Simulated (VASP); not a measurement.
# Ge (Fd-3m) in VASP: further runs

The runs below take Ge through single point, with PBEsol.

All numbers are computed with VASP 6.6.1; they aren't measurements. Logs are shortened: lines on timing, memory, paths and dates and some standing lists are left out, and cuts for length are marked.

### 1 The cell of the first run

The structure is cubic, space group Fd-3m (No. 227). Conventional cell: a = 5.391 Å, b = 5.391 Å, c = 5.391 Å, α = 90.00°, β = 90.00°, γ = 90.00°. Ge (site symmetry -43m) has 4 Ge at 2.33 Å within 3.1 Å.

### 2 Single point, PBEsol

INCAR

```
ALGO     = Normal         # electronic algorithm
EDIFF    = 1E-6           # SCF threshold, eV
ENCUT    = 520            # plane-wave cutoff, eV
GGA      = PS             # functional
ISIF     = 2              # what is computed and relaxed
ISMEAR   = -1             # smearing method
LASPH    = T              # aspherical terms in the spheres
LCHARG   = T              # write CHGCAR
LELF     = T              # ELF
LREAL    = F              # projectors in reciprocal space
LVHAR    = T            
LWAVE    = F              # write WAVECAR
NBANDS   = 21             # bands
NELM     = 100            # most SCF steps
PREC     = Accurate       # precision mode
SIGMA    = 0.05           # smearing width, eV
```

KPOINTS

```
k-points
0
Gamma
  14 14 14
```

POSCAR

```
Ge
1.0
    0.0000000000      2.6956558040      2.6956558040
    2.6956558040      0.0000000000      2.6956558040
    2.6956558040      2.6956558040      0.0000000000
Ge
2
Direct
    0.5000000000      0.5000000000      0.5000000000
    0.7500000000      0.7500000000      0.7500000000
```

Potentials or basis: VASP PAW PBE potentials, release 64 (Ge_d).

Command:

```bash
cat potpaw_PBE.64/Ge_d/POTCAR > POTCAR
mpirun -np 1 vasp_std > vasp.out
```

OUTCAR:

```text
EDIFF = 1E-6
   ENCUT = 520
   GGA = PS
   ISIF = 2
   ISMEAR = -1
   LASPH = T
   LREAL = F
   NELM = 100
   PREC = Accurate

 ion  position               nearest neighbor table
   1  0.500  0.500  0.500-   2 2.33   2 2.33   2 2.33   2 2.33
   2  0.750  0.750  0.750-   1 2.33   1 2.33   1 2.33   1 2.33

  LATTYP: Found a face centered cubic cell.
 ALAT       =     5.3913116080

  Lattice vectors:

 A1 = (   0.0000000000,   2.6956558040,   2.6956558040)
 A2 = (   2.6956558040,   0.0000000000,   2.6956558040)
 A3 = (   2.6956558040,   2.6956558040,   0.0000000000)

Analysis of symmetry for initial positions (statically):
=====================================================================
 Subroutine PRICEL returns:
 Original cell was already a primitive cell.

 Routine SETGRP: Setting up the symmetry group for a
 face centered cubic supercell.

 Subroutine GETGRP returns: Found 48 space group operations
 (whereof 24 operations were pure point group operations)
 out of a pool of 48 trial point group operations.

The static configuration has the point symmetry T_d .
 The point group associated with its full space group is O_h .

Analysis of symmetry for dynamics (positions and initial velocities):
=====================================================================
 Subroutine PRICEL returns:
 Original cell was already a primitive cell.

 Routine SETGRP: Setting up the symmetry group for a
 face centered cubic supercell.

 Subroutine GETGRP returns: Found 48 space group operations
 (whereof 24 operations were pure point group operations)
 out of a pool of 48 trial point group operations.

The dynamic configuration has the point symmetry T_d .
 The point group associated with its full space group is O_h .

 Subroutine INISYM returns: Found 48 space group operations
 (whereof 24 operations are pure point group operations),
 and found     1 'primitive' translations

----------------------------------------------------------------------------------------

                                     Primitive cell

  volume of cell :      39.1763

  direct lattice vectors                    reciprocal lattice vectors
     0.000000000  2.695655804  2.695655804    -0.185483621  0.185483621  0.185483621
     2.695655804  0.000000000  2.695655804     0.185483621 -0.185483621  0.185483621
     2.695655804  2.695655804  0.000000000     0.185483621  0.185483621 -0.185483621

  length of vectors
     3.812232998  3.812232998  3.812232998     0.321267056  0.321267056  0.321267056

  position of ions in fractional coordinates (direct lattice)
     0.500000000  0.500000000  0.500000000
     0.750000000  0.750000000  0.750000000

  ion indices of the primitive-cell ions
   primitive index   ion index
                 1           1
                 2           2

----------------------------------------------------------------------------------------

 KPOINTS: k-points

Automatic generation of k-mesh.
 Grid dimensions read from file:
 generate k-points for:   14   14   14

 Generating k-lattice:

  Cartesian coordinates                     Fractional coordinates (reciprocal lattice)
    -0.013248830  0.013248830  0.013248830     0.071428571  0.000000000  0.000000000
     0.013248830 -0.013248830  0.013248830     0.000000000  0.071428571  0.000000000
     0.013248830  0.013248830 -0.013248830     0.000000000  0.000000000  0.071428571

  Length of vectors
     0.022947647  0.022947647  0.022947647

  Shift w.r.t. Gamma in fractional coordinates (k-lattice)
     0.000000000  0.000000000  0.000000000

 Subroutine IBZKPT returns following result:
 ===========================================

 Found    104 irreducible k-points:

 Following reciprocal coordinates:
            Coordinates               Weight
  0.000000  0.000000  0.000000      1.000000
  0.071429  0.000000  0.000000      8.000000
  0.142857  0.000000  0.000000      8.000000
  0.214286  0.000000  0.000000      8.000000
  0.285714  0.000000  0.000000      8.000000
  0.357143  0.000000  0.000000      8.000000
[... 16 lines left out ...]
  0.214286  0.142857  0.000000     24.000000
  0.285714  0.142857  0.000000     24.000000
 [... further k-points ...]
   k-points           NKPTS =    104   k-points in BZ     NKDIM =    104   number of bands    NBANDS=     21
   number of dos      NEDOS =    301   number of ions     NIONS =      2
   total plane-waves  NPLWV =  21952
   dimension x,y,z NGX =    28 NGY =   28 NGZ =   28
   dimension x,y,z NGXF=    56 NGYF=   56 NGZF=   56
   ions per type =               2
   NGX,Y,Z   is equivalent  to a cutoff of  12.21, 12.21, 12.21 a.u.
   NGXF,Y,Z  is equivalent  to a cutoff of  24.42, 24.42, 24.42 a.u.
 SYSTEM =  unknown system
   PREC   = accura    normal or accurate (medium, high low for compatibility)
   ISTART =      0    job   : 0-new  1-cont  2-samecut
   ICHARG =      2    charge: 1-file 2-atom 10-const
   ISPIN  =      1    spin polarized calculation?
   LNONCOLLINEAR =      F non collinear calculations
   LSORBIT =      F    spin-orbit coupling
   LASPH  =      T    aspherical Exc in radial PAW
   ENCUT  =  520.0 eV  38.22 Ry    6.18 a.u.   7.09  7.09  7.09*2*pi/ulx,y,z
   NELM   =    100;   NELMIN=  2; NELMDL= -5     # of ELM steps
   EDIFF  = 0.1E-05   stopping-criterion for ELM
   LREAL  =      F    real-space projection
[... 7 lines left out ...]
   TEBEG  =    0.0;   TEEND  =   0.0 temperature during run
   PSTRESS=    0.0 pullay stress
   NELECT =      28.0000    total number of electrons
   NUPDOWN=      -1.0000    fix difference up-down
   EMIN   =  10.00;   EMAX   =-10.00  energy-range for DOS
   EFERMI =   0.00;   METHOD = LEGACY
   ISMEAR =    -1;   SIGMA  =   0.05  broadening in eV -4-tet -1-fermi 0-gaus
   EFERMI_NEDOS =   21; number of points for ismear=-14 and -15
   IALGO  =     38    algorithm
   IMIX   =      4    mixing-type and parameters
     AMIX     =   0.40;   BMIX     =  1.00
     AMIX_MAG =   1.60;   BMIX_MAG =  1.00
  volume/ion in A,a.u.               =      19.59       132.19
  Fermi-wavevector in a.u.,A,eV,Ry     =   1.463703  2.765998 29.149496  2.142428
  Thomas-Fermi vector in A             =   2.579767
   LORBIT       =      0    0 simple, 1 ext, 2 COOP (PROOUT), +10 PAW based schemes
   GGA     = PS    functional components
   LHFCALC =     F    Hartree Fock is set to
   AEXX    =    0.0000 exact exchange contribution
   IVDW    =     0    specifies the selected vdW correction
   LEPSILON=     F    determine dielectric tensor
   LRPA    =     F    only Hartree local field effects (RPA)
 non-spin polarized calculation
  energy-cutoff  :      520.00
  volume of cell :       39.18
 maximum number of plane-waves:      1067
   NGX = 15   NGY = 15   NGZ = 15

 number of electron      27.9999974 magnetization

 Free energy of the ion-electron system (eV)
  ---------------------------------------------------
  ext. energy  EPLUGINS =         0.00000000
  ---------------------------------------------------
  free energy    TOTEN  =        -9.61235646 eV

  energy without entropy =       -9.61220854  energy(sigma->0) =       -9.61228250

 E-fermi :   6.4984     XC(G=0): -10.8350

 val. band max:        6.3875091201   @ k =   0.0000   0.0000   0.0000
 cond. band min:       6.6446424289   @ k =   0.4286   0.4286   0.0000
 fundamental gap:      0.2571333088
 Fermi energy:         6.4983809346

 k-point     1 :       0.0000    0.0000    0.0000
  band No.  band energies     occupation
      1     -18.6451      2.00000
      2     -18.6451      2.00000
      3     -18.6451      2.00000
      4     -18.5958      2.00000
      5     -18.5958      2.00000
      6     -18.2906      2.00000
[... 13 lines left out ...]
     20      16.2712      0.00000
     21      16.2712      0.00000

 k-point     2 :       0.0714    0.0000    0.0000
  band No.  band energies     occupation
      1     -18.6502      2.00000
      2     -18.6502      2.00000
      3     -18.6440      2.00000
      4     -18.5889      2.00000
      5     -18.5889      2.00000
      6     -18.2962      2.00000
[... 13 lines left out ...]
     20      15.6621      0.00000
     21      15.6621      0.00000

 k-point     3 :       0.1429    0.0000    0.0000
  band No.  band energies     occupation
      1     -18.6599      2.00000
      2     -18.6599      2.00000
      3     -18.6407      2.00000
      4     -18.5744      2.00000
      5     -18.5744      2.00000
      6     -18.3070      2.00000
[... 13 lines left out ...]
     20      15.0139      0.00000
     21      15.0139      0.00000

 k-point     4 :       0.2143    0.0000    0.0000
  band No.  band energies     occupation
      1     -18.6684      2.00000
      2     -18.6684      2.00000
      3     -18.6360      2.00000
      4     -18.5595      2.00000
      5     -18.5595      2.00000
      6     -18.3175      2.00000
[... 13 lines left out ...]
     20      14.7932      0.00000
     21      14.7932      0.00000

 k-point     5 :       0.2857    0.0000    0.0000
  band No.  band energies     occupation
      1     -18.6743      2.00000
      2     -18.6743      2.00000
      3     -18.6307      2.00000
      4     -18.5475      2.00000
      5     -18.5475      2.00000
      6     -18.3252      2.00000
[... 13 lines left out ...]
     20      15.1480      0.00000
     21      15.1480      0.00000
[... 382 lines left out ...]
     20      14.8167      0.00000
     21      15.4420      0.00000

 k-point    22 :       0.1429    0.1429    0.0000
  band No.  band energies     occupation
      1     -18.6600      2.00000
      2     -18.6551      2.00000
      3     -18.6551      2.00000
      4     -18.5782      2.00000
      5     -18.5511      2.00000
      6     -18.3490      2.00000
[... 13 lines left out ...]
     20      14.7040      0.00000
     21      16.6452      0.00000

 k-point    23 :       0.2143    0.1429    0.0000
  band No.  band energies     occupation
      1     -18.6704      2.00000
      2     -18.6612      2.00000
      3     -18.6499      2.00000
      4     -18.5668      2.00000
      5     -18.5333      2.00000
      6     -18.3684      2.00000
[... 13 lines left out ...]
     20      15.5654      0.00000
     21      16.5059      0.00000

 k-point    24 :       0.2857    0.1429    0.0000
  band No.  band energies     occupation
      1     -18.6820      2.00000
      2     -18.6680      2.00000
      3     -18.6388      2.00000
      4     -18.5532      2.00000
      5     -18.5176      2.00000
      6     -18.3828      2.00000
[... 13 lines left out ...]
     20      16.1047      0.00000
     21      16.5611      0.00000

 [... further k-points ...]

------------------------ aborting loop because EDIFF is reached ----------------------------------------

  FORCE on cell =-STRESS in cart. coord.  units (eV):
  Direction    XX          YY          ZZ          XY          YZ          ZX
  --------------------------------------------------------------------------------------
  -------------------------------------------------------------------------------------
  Total        3.6397415      3.6397415      3.6397415      0.0000000      0.0000000     -0.0000000
  in kB      148.8530746    148.8530746    148.8530746      0.0000000      0.0000000     -0.0000000
  external PRESSURE =     148.8530746 kB  Pullay stress =       0.0000000 kB

 VOLUME and BASIS-vectors are now :
 -----------------------------------------------------------------------------
  energy-cutoff  :      520.00
  volume of cell :       39.18
      direct lattice vectors                 reciprocal lattice vectors
     0.000000000  2.695655804  2.695655804    -0.185483621  0.185483621  0.185483621
     2.695655804  0.000000000  2.695655804     0.185483621 -0.185483621  0.185483621
     2.695655804  2.695655804  0.000000000     0.185483621  0.185483621 -0.185483621

 POSITION                                       TOTAL-FORCE (eV/Angst)
 -----------------------------------------------------------------------------------
      2.69566      2.69566      2.69566         0.000000      0.000000      0.000000
      4.04348      4.04348      4.04348        -0.000000     -0.000000     -0.000000
 -----------------------------------------------------------------------------------
    total drift:                                0.000000      0.000000      0.000000

  FREE ENERGIE OF THE ION-ELECTRON SYSTEM (eV)
  ---------------------------------------------------
  free  energy   TOTEN  =        -9.6123564614 eV

  energy  without entropy=       -9.6122085389  energy(sigma->0) =       -9.61228250
```

Wall time 39 s (1 thread of Intel Xeon Platinum 8488C (Sapphire Rapids), shared host); peak memory 0.19 GiB.

Results:

- Free energy: -9.6124 eV
- Pressure: 14.9 GPa
- Band gap on the k mesh: 0.26 eV (least direct gap 1.38 eV)

Levels at points of the mesh, in eV from the valence-band top:
| k point | band 10 | band 11 | band 12 | band 13 | band 14 | band 15 | band 16 | band 17 | band 18 | band 19 |
| --- | --- | --- | --- | --- | --- | --- | --- | --- | --- | --- |
| (0.00, 0.00, 0.00) | -24.65 | -14.00 | 0.00 | 0.00 | 0.00 | 1.38 | 2.57 | 2.57 | 2.57 | 6.56 |
| (0.50, 0.00, 0.00) | -24.61 | -11.51 | -8.41 | -1.65 | -1.65 | 0.60 | 3.76 | 3.76 | 6.98 | 11.43 |
| (0.50, 0.50, 0.00) | -24.59 | -9.52 | -9.52 | -3.64 | -3.64 | 0.44 | 0.44 | 10.74 | 10.74 | 13.07 |

Caveat: the cell stands under pressure; semilocal functionals underestimate gaps, and a narrow one can read as zero; the PAW data sets were made with another functional, which shifts forces and pressure a little. A k mesh can miss the band edges.

### 3 Single point, PBEsol

This run uses another cell than the first one, of 20.41 Å³/atom.

INCAR

```
SYSTEM = Ge
ALGO = Normal
EDIFF = 1E-6
ENCUT = 520
GGA = PS
ISIF = 2
ISMEAR = -1
LASPH = .True.
LCHARG = .True.
LELF = .True.
LREAL = .False.
LVHAR = .True.
LWAVE = .False.
NBANDS = 21
NELM = 100
PREC = Accurate
SIGMA = 0.05
```

KPOINTS

```
k-points
0
Gamma
  14 14 14
  0 0 0
```

POSCAR

```
Ge
1.0
    0.0000000000      2.7327491494      2.7327491494
    2.7327491494      0.0000000000      2.7327491494
    2.7327491494      2.7327491494      0.0000000000
Ge
2
Direct
    0.5000000000      0.5000000000      0.5000000000
    0.7500000000      0.7500000000      0.7500000000
```

Potentials or basis: VASP PAW PBE potentials, release 64 (Ge_d).

Command:

```bash
cat potpaw_PBE.64/Ge_d/POTCAR > POTCAR
mpirun -np 1 vasp_std > vasp.out
```

It took 54 s on 1 thread of Intel Xeon Platinum 8488C (Sapphire Rapids), shared host; peak memory 0.21 GiB.

Results (log left out):

```
Free energy            : -9.7389 eV
Pressure               : 9.9 GPa
Band gap on the k mesh : 0.33 eV (least direct gap 0.97 eV)
```

Levels at points of the mesh, in eV from the valence-band top:
```
           k point  band 10  band 11  band 12  band 13  band 14  band 15  band 16  band 17  band 18  band 19
(0.00, 0.00, 0.00)   -24.59   -13.64     0.00     0.00     0.00     0.97     2.57     2.57     2.57     6.47
(0.50, 0.00, 0.00)   -24.56   -11.27    -8.16    -1.58    -1.58     0.46     3.75     3.75     6.99    11.13
(0.50, 0.50, 0.00)   -24.55    -9.33    -9.33    -3.47    -3.47     0.51     0.51    10.38    10.38    12.61
```

Caveat: the cell stands under pressure; semilocal functionals underestimate gaps, and a narrow one can read as zero; the PAW data sets were made with another functional, which shifts forces and pressure a little. A k mesh can miss the band edges.

[end of part 1 of 2]
